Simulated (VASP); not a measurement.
# TiAl3 (I4/mmm) in VASP: single point with PBE+D3(BJ)

Aim: the single point of TiAl3 with PBE+D3(BJ).

Everything below comes from runs of VASP 6.6.1. Logs are shortened: lines on timing, memory, paths and dates and some standing lists are left out, and cuts for length are marked.

## (1) The cell of the first run

The structure is tetragonal, space group I4/mmm (No. 139). Conventional cell: a = 3.794 Å, b = 3.794 Å, c = 8.496 Å, α = 90.00°, β = 90.00°, γ = 90.00°. Within 3.5 Å of Ti (site symmetry 4/mmm) lie 12 Al at 2.68 to 2.85 Å. Al (site symmetry 4/mmm) has 4 Ti at 2.68 Å and 8 Al at 2.85 Å within 3.5 Å. Al (site symmetry -4m2) has 8 Al at 2.68 to 2.85 Å and 4 Ti at 2.85 Å within 3.5 Å.

## (2) Single point, PBE+D3(BJ)

File INCAR:

```
SYSTEM = TiAl3
PREC = Accurate
ENCUT = 520
EDIFF = 1E-6
ISMEAR = 0
SIGMA = 0.1
LREAL = .FALSE.
LASPH = .TRUE.
NELM = 80
ALGO = Normal
ISIF = 2
LWAVE = .FALSE.
LCHARG = .FALSE.
GGA = PE
IVDW = 12
NBANDS = 18
```

File KPOINTS:

```
Automatic mesh
0
G
  16 16 16
  0 0 0
```

File POSCAR:

```
TiAl3
1.0
   -1.8970914534      1.8970914534      4.2478858499
    1.8970914534     -1.8970914534      4.2478858499
    1.8970914534      1.8970914534     -4.2478858499
Ti Al
1 3
Direct
    0.0000000000      0.0000000000      0.0000000000
    0.5000000000      0.5000000000      0.0000000000
    0.7500000000      0.2500000000      0.5000000000
    0.2500000000      0.7500000000      0.5000000000
```

Potentials or basis: VASP PAW PBE potentials, release 64 (Ti_sv, Al).

On the command line:

```console
cat potpaw_PBE.64/Ti_sv/POTCAR potpaw_PBE.64/Al/POTCAR > POTCAR
mpirun -np 1 vasp_std > vasp.out
```

OUTCAR:

```text
SYSTEM = TiAl3
   PREC = Accurate
   ENCUT = 520
   EDIFF = 1E-6
   ISMEAR = 0
   LREAL = .FALSE.
   LASPH = .TRUE.
   NELM = 80
   ISIF = 2
   GGA = PE
   IVDW = 12
 IVDW          = 12

 ion  position               nearest neighbor table
   1  0.000  0.000  0.000-   2 2.68   2 2.68   2 2.68   2 2.68   4 2.85   3 2.85   4 2.85   4 2.85
                             3 2.85   3 2.85   4 2.85   3 2.85
   2  0.500  0.500  0.000-   1 2.68   1 2.68   1 2.68   1 2.68   4 2.85   3 2.85   4 2.85   3 2.85
                             4 2.85   4 2.85   3 2.85   3 2.85
   3  0.750  0.250  0.500-   4 2.68   4 2.68   4 2.68   4 2.68   2 2.85   1 2.85   2 2.85   1 2.85
                             2 2.85   2 2.85   1 2.85   1 2.85
   4  0.250  0.750  0.500-   3 2.68   3 2.68   3 2.68   3 2.68   2 2.85   1 2.85   2 2.85   2 2.85
                             1 2.85   1 2.85   2 2.85   1 2.85

  LATTYP: Found a body centered tetragonal cell.
 ALAT       =     3.7941829068
 C/A-ratio  =     2.2391571278

  Lattice vectors:

 A1 = (  -1.8970914534,   1.8970914534,   4.2478858499)
 A2 = (   1.8970914534,  -1.8970914534,   4.2478858499)
 A3 = (   1.8970914534,   1.8970914534,  -4.2478858499)

Analysis of symmetry for initial positions (statically):
=====================================================================
 Subroutine PRICEL returns:
 Original cell was already a primitive cell.

 Routine SETGRP: Setting up the symmetry group for a
 body centered tetragonal supercell.

 Subroutine GETGRP returns: Found 16 space group operations
 (whereof 16 operations were pure point group operations)
 out of a pool of 16 trial point group operations.

The static configuration has the point symmetry D_4h.

Analysis of symmetry for dynamics (positions and initial velocities):
=====================================================================
 Subroutine PRICEL returns:
 Original cell was already a primitive cell.

 Routine SETGRP: Setting up the symmetry group for a
 body centered tetragonal supercell.

 Subroutine GETGRP returns: Found 16 space group operations
 (whereof 16 operations were pure point group operations)
 out of a pool of 16 trial point group operations.

The dynamic configuration has the point symmetry D_4h.

 Subroutine INISYM returns: Found 16 space group operations
 (whereof 16 operations are pure point group operations),
 and found     1 'primitive' translations

----------------------------------------------------------------------------------------

                                     Primitive cell

  volume of cell :      61.1518

  direct lattice vectors                    reciprocal lattice vectors
    -1.897091453  1.897091453  4.247885850     0.000000000  0.263561358  0.117705611
     1.897091453 -1.897091453  4.247885850     0.263561358  0.000000000  0.117705611
     1.897091453  1.897091453 -4.247885850     0.263561358  0.263561358  0.000000000

  length of vectors
     5.024186119  5.024186119  5.024186119     0.288650655  0.288650655  0.372732047

  position of ions in fractional coordinates (direct lattice)
     0.000000000  0.000000000  0.000000000
     0.500000000  0.500000000  0.000000000
     0.750000000  0.250000000  0.500000000
     0.250000000  0.750000000  0.500000000

  ion indices of the primitive-cell ions
   primitive index   ion index
                 1           1
                 2           2
                 3           3
                 4           4

----------------------------------------------------------------------------------------

 KPOINTS: Automatic mesh

Automatic generation of k-mesh.
 Grid dimensions read from file:
 generate k-points for:   16   16   16

 Generating k-lattice:

  Cartesian coordinates                     Fractional coordinates (reciprocal lattice)
     0.000000000  0.016472585  0.007356601     0.062500000  0.000000000  0.000000000
     0.016472585  0.000000000  0.007356601     0.000000000  0.062500000  0.000000000
     0.016472585  0.016472585  0.000000000     0.000000000  0.000000000  0.062500000

  Length of vectors
     0.018040666  0.018040666  0.023295753

  Shift w.r.t. Gamma in fractional coordinates (k-lattice)
     0.000000000  0.000000000  0.000000000

 Subroutine IBZKPT returns following result:
 ===========================================

 Found    349 irreducible k-points:

 Following reciprocal coordinates:
            Coordinates               Weight
  0.000000  0.000000  0.000000      1.000000
  0.062500  0.000000  0.000000      8.000000
  0.125000  0.000000  0.000000      8.000000
  0.187500 -0.000000  0.000000      8.000000
  0.250000  0.000000  0.000000      8.000000
  0.312500  0.000000 -0.000000      8.000000
[... 16 lines left out ...]
 -0.125000  0.062500  0.000000     16.000000
 -0.062500  0.062500  0.000000      4.000000
 [... further k-points ...]
   k-points           NKPTS =    349   k-points in BZ     NKDIM =    349   number of bands    NBANDS=     18
   number of dos      NEDOS =    301   number of ions     NIONS =      4
   total plane-waves  NPLWV =  64000
   dimension x,y,z NGX =    40 NGY =   40 NGZ =   40
   dimension x,y,z NGXF=    80 NGYF=   80 NGZF=   80
   ions per type =               1   3
   NGX,Y,Z   is equivalent  to a cutoff of  13.24, 13.24, 13.24 a.u.
   NGXF,Y,Z  is equivalent  to a cutoff of  26.47, 26.47, 26.47 a.u.
 SYSTEM =  TiAl3
   PREC   = accura    normal or accurate (medium, high low for compatibility)
   ISTART =      0    job   : 0-new  1-cont  2-samecut
   ICHARG =      2    charge: 1-file 2-atom 10-const
   ISPIN  =      1    spin polarized calculation?
   LNONCOLLINEAR =      F non collinear calculations
   LSORBIT =      F    spin-orbit coupling
   LASPH  =      T    aspherical Exc in radial PAW
   ENCUT  =  520.0 eV  38.22 Ry    6.18 a.u.   9.34  9.34  9.34*2*pi/ulx,y,z
   NELM   =     80;   NELMIN=  2; NELMDL= -5     # of ELM steps
   EDIFF  = 0.1E-05   stopping-criterion for ELM
   LREAL  =      F    real-space projection
   EDIFFG = 0.1E-04   stopping-criterion for IOM
   NSW    =      0    number of steps for IOM
   IBRION =     -1    ionic relax: 0-MD 1-quasi-New 2-CG
   NFREE  =      0    steps in history (QN), initial steepest desc. (CG)
   ISIF   =      2    stress and relaxation
   ISYM   =      2    0-nonsym 1-usesym 2-fastsym
   POTIM  = 0.5000    time-step for ionic-motion
   TEBEG  =    0.0;   TEEND  =   0.0 temperature during run
   PSTRESS=    0.0 pullay stress
   NELECT =      21.0000    total number of electrons
   NUPDOWN=      -1.0000    fix difference up-down
   EMIN   =  10.00;   EMAX   =-10.00  energy-range for DOS
   EFERMI =   0.00;   METHOD = LEGACY
   ISMEAR =     0;   SIGMA  =   0.10  broadening in eV -4-tet -1-fermi 0-gaus
   EFERMI_NEDOS =   21; number of points for ismear=-14 and -15
   IALGO  =     38    algorithm
   IMIX   =      4    mixing-type and parameters
     AMIX     =   0.40;   BMIX     =  1.00
     AMIX_MAG =   1.60;   BMIX_MAG =  1.00
  volume/ion in A,a.u.               =      15.29       103.17
  Fermi-wavevector in a.u.,A,eV,Ry     =   1.146423  2.166425 17.881936  1.314285
  Thomas-Fermi vector in A             =   2.283107
   LORBIT       =      0    0 simple, 1 ext, 2 COOP (PROOUT), +10 PAW based schemes
   GGA     = PE    functional components
   LHFCALC =     F    Hartree Fock is set to
   AEXX    =    0.0000 exact exchange contribution
   IVDW    =    12    specifies the selected vdW correction
   LEPSILON=     F    determine dielectric tensor
   LRPA    =     F    only Hartree local field effects (RPA)
 non-spin polarized calculation
 Gauss-broadening in eV      SIGMA  =   0.10
  energy-cutoff  :      520.00
  volume of cell :       61.15
 maximum number of plane-waves:      1662
 NGX is ok and might be reduce to    40
   NGX = 19   NGY = 19   NGZ = 19

 number of electron      20.9999999 magnetization

 Free energy of the ion-electron system (eV)
  ---------------------------------------------------
  ext. energy  EPLUGINS =         0.00000000
  ---------------------------------------------------
  free energy    TOTEN  =       -20.62820289 eV

  energy without entropy =      -20.61973864  energy(sigma->0) =      -20.62397077

 E-fermi :   8.5988     XC(G=0): -10.8845

 val. band max:        8.5903113080   @ k =  -0.0625   0.1250   0.0625
 cond. band min:       8.6034433829   @ k =  -0.1250   0.3750   0.0625
 fundamental gap:      0.0131320749
 Fermi energy:         8.5987549474

 k-point     1 :       0.0000    0.0000    0.0000
  band No.  band energies     occupation
      1     -47.7875      2.00000
      2     -24.1108      2.00000
      3     -24.1108      2.00000
      4     -24.0308      2.00000
      5      -1.6539      2.00000
      6       5.7129      2.00000
[... 10 lines left out ...]
     17      12.5310      0.00000
     18      12.5450      0.00000

 k-point     2 :       0.0625    0.0000    0.0000
  band No.  band energies     occupation
      1     -47.7874      2.00000
      2     -24.1119      2.00000
      3     -24.1107      2.00000
      4     -24.0308      2.00000
      5      -1.6042      2.00000
      6       5.4351      2.00000
[... 10 lines left out ...]
     17      12.5547      0.00000
     18      12.8321      0.00000

 k-point     3 :       0.1250    0.0000    0.0000
  band No.  band energies     occupation
      1     -47.7873      2.00000
      2     -24.1153      2.00000
      3     -24.1105      2.00000
      4     -24.0306      2.00000
      5      -1.4554      2.00000
      6       5.0907      2.00000
[... 10 lines left out ...]
     17      12.6046      0.00000
     18      13.5217      0.00000

 k-point     4 :       0.1875   -0.0000    0.0000
  band No.  band energies     occupation
      1     -47.7870      2.00000
      2     -24.1204      2.00000
      3     -24.1101      2.00000
      4     -24.0304      2.00000
      5      -1.2094      2.00000
      6       4.7246      2.00000
[... 375 lines left out ...]
      4     -24.0302      2.00000
      5      -1.2087      2.00000
      6       5.0343      2.00000
[... 10 lines left out ...]
     17      12.9412      0.00000
     18      14.3040      0.00000

 k-point    23 :      -0.1250    0.0625    0.0000
  band No.  band energies     occupation
      1     -47.7872      2.00000
      2     -24.1152      2.00000
      3     -24.1116      2.00000
      4     -24.0304      2.00000
      5      -1.4384      2.00000
      6       5.4621      2.00000
[... 10 lines left out ...]
     17      12.7874      0.00000
     18      13.5592      0.00000

 k-point    24 :      -0.0625    0.0625    0.0000
  band No.  band energies     occupation
      1     -47.7874      2.00000
      2     -24.1120      2.00000
      3     -24.1118      2.00000
      4     -24.0307      2.00000
      5      -1.5708      2.00000
      6       5.7834      2.00000
[... 10 lines left out ...]
     17      12.6791      0.00000
     18      12.9200      0.00000

 [... further k-points ...]

------------------------ aborting loop because EDIFF is reached ----------------------------------------

 Edisp (eV)   -1.74009

 E8    (eV) :    -0.7942

  FORCE on cell =-STRESS in cart. coord.  units (eV):
  Direction    XX          YY          ZZ          XY          YZ          ZX
  --------------------------------------------------------------------------------------
  -------------------------------------------------------------------------------------
  Total      -0.00401    -0.00401    -0.00566     0.00000    -0.00000     0.00000
  in kB      -0.10500    -0.10500    -0.14828     0.00000    -0.00000     0.00000
  external pressure =       -0.12 kB  Pullay stress =        0.00 kB

 VOLUME and BASIS-vectors are now :
 -----------------------------------------------------------------------------
  energy-cutoff  :      520.00
  volume of cell :       61.15
      direct lattice vectors                 reciprocal lattice vectors
    -1.897091453  1.897091453  4.247885850     0.000000000  0.263561358  0.117705611
     1.897091453 -1.897091453  4.247885850     0.263561358  0.000000000  0.117705611
     1.897091453  1.897091453 -4.247885850     0.263561358  0.263561358  0.000000000

 POSITION                                       TOTAL-FORCE (eV/Angst)
 -----------------------------------------------------------------------------------
      0.00000      0.00000      0.00000         0.000000      0.000000      0.000000
      0.00000      0.00000      4.24789         0.000000      0.000000      0.000000
     -0.00000      1.89709      2.12394         0.000000     -0.000000     -0.000000
      1.89709     -0.00000      2.12394        -0.000000      0.000000     -0.000000
 -----------------------------------------------------------------------------------
    total drift:                               -0.000000     -0.000000     -0.000000

  FREE ENERGIE OF THE ION-ELECTRON SYSTEM (eV)
  ---------------------------------------------------
  free  energy   TOTEN  =       -22.3682938752 eV

  energy  without entropy=      -22.3598296303  energy(sigma->0) =      -22.36406175
```

Wall time 7.4 min (1 thread of Intel Xeon Platinum 8259CL at 2.50GHz (Skylake/Cascade Lake), shared host); peak memory 0.52 GiB.

Results:

```
Free energy                : -22.3683 eV
Pressure                   : 0.0 GPa
Band gap on the k mesh     : zero (an odd number of electrons rules out a gap without spin polarisation)
Dispersion energy per atom : -0.435 eV
```

Levels at points of the mesh, in eV from the Fermi level:
```tsv
k point	band 7	band 8	band 9	band 10	band 11	band 12	band 13	band 14	band 15	band 16
(0.00, 0.00, 0.00)	-2.67	-1.46	-1.26	-1.26	0.85	1.79	1.79	2.24	2.61	3.93
(0.50, 0.00, 0.00)	-3.68	-2.96	-1.09	-0.28	0.52	1.88	2.12	2.80	3.21	4.61
(0.50, 0.50, 0.00)	-4.43	-3.84	-2.74	-2.23	-1.02	1.84	2.02	2.74	2.92	3.32
(0.50, 0.50, 0.50)	-2.05	-0.93	-0.93	-0.25	0.72	0.72	0.98	3.12	4.96	6.23
```
